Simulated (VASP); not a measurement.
# Sn (I4_1/amd) in VASP: a series of runs, part 2 of 2

VASP 6.6.1. Earlier steps stand in the parts before.

### Step 5. Single point, r2SCAN

This run uses another cell than the first one, of 28.62 Å³/atom.

POSCAR

```
Sn
1.0
   -2.9706483658      2.9706483658      1.6216449170
    2.9706483658     -2.9706483658      1.6216449170
    2.9706483658      2.9706483658     -1.6216449170
Sn
2
Direct
    0.0000000000      0.0000000000      0.0000000000
    0.7500000000      0.2500000000      0.5000000000
```

INCAR.step1

```
ALGO = Normal
EDIFF = 1E-4
ENCUT = 520
GGA = PE
ISMEAR = -1
LASPH = T
LCHARG = F
LREAL = F
LWAVE = T
NBANDS = 21
NELM = 60
PREC = Accurate
SIGMA = 0.1
```

INCAR.step2

```
ALGO = Normal
EDIFF = 1E-6
ENCUT = 520
ISIF = 2
ISMEAR = -1
ISTART = 1
LASPH = T
LCHARG = T
LELF = T
LMIXTAU = T
LREAL = F
LVHAR = T
LWAVE = F
METAGGA = R2SCAN
NBANDS = 21
NELM = 60
PREC = Accurate
SIGMA = 0.1
```

KPOINTS

```
k-points
0
Gamma
  10 10 10
```

Potentials or basis: VASP PAW PBE potentials, release 64 (Sn_d).

Launch:

```bash
> cat potpaw_PBE.64/Sn_d/POTCAR > POTCAR
> cp INCAR.step1 INCAR
> mpirun -np 1 vasp_std > vasp.out
> cp INCAR.step2 INCAR
> mpirun -np 1 vasp_std > vasp.out
```

OUTCAR:

```text
EDIFF = 1E-6
   ENCUT = 520
   ISIF = 2
   ISMEAR = -1
   ISTART = 1
   LASPH = T
   LREAL = F
   METAGGA = R2SCAN
   NELM = 60
   PREC = Accurate

 ion  position               nearest neighbor table
   1  0.000  0.000  0.000-   2 3.08   2 3.08   2 3.08   2 3.08
   2  0.750  0.250  0.500-   1 3.08   1 3.08   1 3.08   1 3.08

  LATTYP: Found a body centered tetragonal cell.
 ALAT       =     5.9412967316
 C/A-ratio  =     0.5458892192

  Lattice vectors:

 A1 = (  -2.9706483658,   2.9706483658,   1.6216449170)
 A2 = (   2.9706483658,  -2.9706483658,   1.6216449170)
 A3 = (   2.9706483658,   2.9706483658,  -1.6216449170)

Analysis of symmetry for initial positions (statically):
=====================================================================
 Subroutine PRICEL returns:
 Original cell was already a primitive cell.

 Routine SETGRP: Setting up the symmetry group for a
 body centered tetragonal supercell.

 Subroutine GETGRP returns: Found 16 space group operations
 (whereof  8 operations were pure point group operations)
 out of a pool of 16 trial point group operations.

The static configuration has the point symmetry D_2d.
 The point group associated with its full space group is D_4h.

Analysis of symmetry for dynamics (positions and initial velocities):
=====================================================================
 Subroutine PRICEL returns:
 Original cell was already a primitive cell.

 Routine SETGRP: Setting up the symmetry group for a
 body centered tetragonal supercell.

 Subroutine GETGRP returns: Found 16 space group operations
 (whereof  8 operations were pure point group operations)
 out of a pool of 16 trial point group operations.

The dynamic configuration has the point symmetry D_2d.
 The point group associated with its full space group is D_4h.

 Subroutine INISYM returns: Found 16 space group operations
 (whereof  8 operations are pure point group operations),
 and found     1 'primitive' translations

----------------------------------------------------------------------------------------

                                     Primitive cell

  volume of cell :      57.2425

  direct lattice vectors                    reciprocal lattice vectors
    -2.970648366  2.970648366  1.621644917     0.000000000  0.168313425  0.308328904
     2.970648366 -2.970648366  1.621644917     0.168313425  0.000000000  0.308328904
     2.970648366  2.970648366 -1.621644917     0.168313425  0.168313425  0.000000000

  length of vectors
     4.503247235  4.503247235  4.503247235     0.351277842  0.351277842  0.238031128

  position of ions in fractional coordinates (direct lattice)
     0.000000000  0.000000000  0.000000000
     0.750000000  0.250000000  0.500000000

  ion indices of the primitive-cell ions
   primitive index   ion index
                 1           1
                 2           2

----------------------------------------------------------------------------------------

 KPOINTS: k-points

Automatic generation of k-mesh.
 Grid dimensions read from file:
 generate k-points for:   10   10   10

 Generating k-lattice:

  Cartesian coordinates                     Fractional coordinates (reciprocal lattice)
     0.000000000  0.016831342  0.030832890     0.100000000  0.000000000 -0.000000000
     0.016831342  0.000000000  0.030832890     0.000000000  0.100000000 -0.000000000
     0.016831342  0.016831342  0.000000000     0.000000000  0.000000000  0.100000000

  Length of vectors
     0.035127784  0.035127784  0.023803113

  Shift w.r.t. Gamma in fractional coordinates (k-lattice)
     0.000000000  0.000000000  0.000000000

 Subroutine IBZKPT returns following result:
 ===========================================

 Found    102 irreducible k-points:

 Following reciprocal coordinates:
            Coordinates               Weight
  0.000000  0.000000  0.000000      1.000000
  0.100000  0.000000 -0.000000      8.000000
  0.200000  0.000000 -0.000000      8.000000
  0.300000  0.000000 -0.000000      8.000000
  0.400000  0.000000  0.000000      8.000000
  0.500000  0.000000 -0.000000      4.000000
[... 16 lines left out ...]
  0.300000  0.300000 -0.000000      8.000000
  0.400000  0.300000 -0.000000     16.000000
 [... further k-points ...]
   k-points           NKPTS =    102   k-points in BZ     NKDIM =    102   number of bands    NBANDS=     21
   number of dos      NEDOS =    301   number of ions     NIONS =      2
   total plane-waves  NPLWV =  46656
   dimension x,y,z NGX =    36 NGY =   36 NGZ =   36
   dimension x,y,z NGXF=    72 NGYF=   72 NGZF=   72
   ions per type =               2
   NGX,Y,Z   is equivalent  to a cutoff of  13.29, 13.29, 13.29 a.u.
   NGXF,Y,Z  is equivalent  to a cutoff of  26.58, 26.58, 26.58 a.u.
 SYSTEM =  unknown system
   PREC   = accura    normal or accurate (medium, high low for compatibility)
   ISTART =      1    job   : 0-new  1-cont  2-samecut
   ICHARG =      0    charge: 1-file 2-atom 10-const
   ISPIN  =      1    spin polarized calculation?
   LNONCOLLINEAR =      F non collinear calculations
   LSORBIT =      F    spin-orbit coupling
   LASPH  =      T    aspherical Exc in radial PAW
   ENCUT  =  520.0 eV  38.22 Ry    6.18 a.u.   8.37  8.37  8.37*2*pi/ulx,y,z
   NELM   =     60;   NELMIN=  2; NELMDL=  0     # of ELM steps
   EDIFF  = 0.1E-05   stopping-criterion for ELM
   LREAL  =      F    real-space projection
   EDIFFG = 0.1E-04   stopping-criterion for IOM
   NSW    =      0    number of steps for IOM
   IBRION =     -1    ionic relax: 0-MD 1-quasi-New 2-CG
   NFREE  =      0    steps in history (QN), initial steepest desc. (CG)
   ISIF   =      2    stress and relaxation
   ISYM   =      2    0-nonsym 1-usesym 2-fastsym
   POTIM  = 0.5000    time-step for ionic-motion
   TEBEG  =    0.0;   TEEND  =   0.0 temperature during run
   PSTRESS=    0.0 pullay stress
   NELECT =      28.0000    total number of electrons
   NUPDOWN=      -1.0000    fix difference up-down
   EMIN   =  10.00;   EMAX   =-10.00  energy-range for DOS
   EFERMI =   0.00;   METHOD = LEGACY
   ISMEAR =    -1;   SIGMA  =   0.10  broadening in eV -4-tet -1-fermi 0-gaus
   EFERMI_NEDOS =   21; number of points for ismear=-14 and -15
   IALGO  =     38    algorithm
   IMIX   =      4    mixing-type and parameters
     AMIX     =   0.40;   BMIX     =  1.00
     AMIX_MAG =   1.60;   BMIX_MAG =  1.00
  volume/ion in A,a.u.               =      28.62       193.15
  Fermi-wavevector in a.u.,A,eV,Ry     =   1.289896  2.437550 22.637811  1.663832
  Thomas-Fermi vector in A             =   2.421761
   LORBIT       =      0    0 simple, 1 ext, 2 COOP (PROOUT), +10 PAW based schemes
   METAGGA = R2SCAN    functional components
   LHFCALC =     F    Hartree Fock is set to
   AEXX    =    0.0000 exact exchange contribution
   IVDW    =     0    specifies the selected vdW correction
   LEPSILON=     F    determine dielectric tensor
   LRPA    =     F    only Hartree local field effects (RPA)
 non-spin polarized calculation
  energy-cutoff  :      520.00
  volume of cell :       57.24
 maximum number of plane-waves:      1564
 NGX is ok and might be reduce to    36
   NGX = 17   NGY = 17   NGZ = 17

 number of electron      27.9999993 magnetization

 Free energy of the ion-electron system (eV)
  ---------------------------------------------------
  ext. energy  EPLUGINS =         0.00000000
  ---------------------------------------------------
  free energy    TOTEN  =       -49.24900641 eV

  energy without entropy =      -49.22025313  energy(sigma->0) =      -49.23462977

 E-fermi :   7.3001     XC(G=0): -10.8479

 val. band max:        7.2713437368   @ k =   0.2000   0.1000   0.0000
 cond. band min:       7.3245862569   @ k =  -0.3000   0.3000   0.2000
 fundamental gap:      0.0532425201
 Fermi energy:         7.3001367407

 k-point     1 :       0.0000    0.0000    0.0000
  band No.  band energies     occupation
      1     -15.0125      2.00000
      2     -14.9348      2.00000
      3     -14.8881      2.00000
      4     -14.8839      2.00000
      5     -14.7452      2.00000
      6     -14.7452      2.00000
[... 13 lines left out ...]
     20      17.3551      0.00000
     21      17.9954      0.00000
[... 529 lines left out ...]
 k-point    24 :       0.4000    0.3000   -0.0000
  band No.  band energies     occupation
      1     -14.9208      2.00000
      2     -14.8772      2.00000
      3     -14.8516      2.00000
      4     -14.8260      2.00000
      5     -14.7848      2.00000
      6     -14.7346      2.00000
[... 13 lines left out ...]
     20      16.8079      0.00000
     21      17.5964      0.00000

 [... further k-points ...]

------------------------ aborting loop because EDIFF is reached ----------------------------------------

  FORCE on cell =-STRESS in cart. coord.  units (eV):
  Direction    XX          YY          ZZ          XY          YZ          ZX
  --------------------------------------------------------------------------------------
  -------------------------------------------------------------------------------------
  Total       -0.5498678     -0.5498678     -0.8140459      0.0000000      0.0000000      0.0000000
  in kB      -15.3904241    -15.3904241    -22.7845906      0.0000000      0.0000000      0.0000000
  external PRESSURE =     -17.8551463 kB  Pullay stress =       0.0000000 kB

 VOLUME and BASIS-vectors are now :
 -----------------------------------------------------------------------------
  energy-cutoff  :      520.00
  volume of cell :       57.24
      direct lattice vectors                 reciprocal lattice vectors
    -2.970648366  2.970648366  1.621644917     0.000000000  0.168313425  0.308328904
     2.970648366 -2.970648366  1.621644917     0.168313425  0.000000000  0.308328904
     2.970648366  2.970648366 -1.621644917     0.168313425  0.168313425  0.000000000

 POSITION                                       TOTAL-FORCE (eV/Angst)
 -----------------------------------------------------------------------------------
      0.00000      0.00000      0.00000        -0.000000     -0.000000      0.000000
     -0.00000      2.97065      0.81082         0.000000      0.000000     -0.000000
 -----------------------------------------------------------------------------------
    total drift:                               -0.000000      0.000000     -0.000000

  FREE ENERGIE OF THE ION-ELECTRON SYSTEM (eV)
  ---------------------------------------------------
  free  energy   TOTEN  =       -49.2490064081 eV

  energy  without entropy=      -49.2202531321  energy(sigma->0) =      -49.23462977
```

OUTCAR.step1:

```text
EDIFF = 1E-4
   ENCUT = 520
   GGA = PE
   ISMEAR = -1
   LASPH = T
   LREAL = F
[... 798 lines left out ...]
 -----------------------------------------------------------------------------------
      0.00000      0.00000      0.00000         0.000000      0.000000      0.000000
     -0.00000      2.97065      0.81082        -0.000000     -0.000000     -0.000000
 -----------------------------------------------------------------------------------
    total drift:                               -0.000000      0.000000     -0.000000

  FREE ENERGIE OF THE ION-ELECTRON SYSTEM (eV)
  ---------------------------------------------------
  free  energy   TOTEN  =        -7.6257908526 eV

  energy  without entropy=       -7.5927426372  energy(sigma->0) =       -7.60926674
```

Run time: 8.5 min. Hardware: 1 thread of AMD EPYC 7R13 (Zen 3), shared host; peak memory 0.24 GiB.

What came out:

```yaml
Free_energy: -49.2490 eV
Pressure: -1.8 GPa
Band_gap_on_the_k_mesh: zero (bands 14 and 15 overlap by 3.87 eV)
```

Levels at points of the mesh, in eV from the Fermi level:
```csv
k point,band 10,band 11,band 12,band 13,band 14,band 15,band 16,band 17,band 18,band 19
"(0.00, 0.00, 0.00)",-21.85,-11.30,-3.83,-2.04,-2.04,3.41,6.26,6.26,6.80,6.88
"(0.50, 0.00, 0.00)",-21.91,-7.14,-5.49,-2.39,-1.77,-1.22,2.53,2.86,4.68,7.52
"(0.50, 0.50, 0.00)",-21.97,-9.04,-9.04,0.54,0.54,1.68,1.68,6.11,6.11,9.68
"(0.50, 0.50, 0.50)",-22.03,-7.76,-7.76,-4.76,-4.76,5.09,5.09,9.40,9.40,13.17
```

Caveat: the PAW data sets were made with another functional, which shifts forces and pressure a little; spin-orbit coupling is left out, which moves the levels of the heavy elements.

### Step 6. Summary

| cell | gap on the mesh (eV) | pressure (GPa) |
| --- | --- | --- |
| a = 4.386 Å, angles 97.5, 97.5, 137.8°, 2 atoms | none | 2.6 |
| a = 4.426 Å, angles 97.5, 97.5, 137.8°, 2 atoms | none | 0.9 |
| a = 4.465 Å, angles 97.5, 97.5, 137.8°, 2 atoms | none | -0.6 |
| a = 4.503 Å, angles 97.5, 97.5, 137.8°, 2 atoms | none | -1.8 |

Alike in all rows: task single point; level r2SCAN; potentials or basis VASP PAW PBE potentials, release 64 (Sn_d); no spin polarisation; k mesh 10 × 10 × 10; cutoff (eV) 520; smearing fermi-dirac 0.1 eV.

Caveats: the PAW data sets were made with another functional, which shifts forces and pressure a little; spin-orbit coupling is left out, which moves the levels of the heavy elements.

Total energies depend on the potentials used, so only differences within one code and one set of settings carry meaning.

The gap in the log of VASP goes by the Fermi energy; the results here count the filled bands.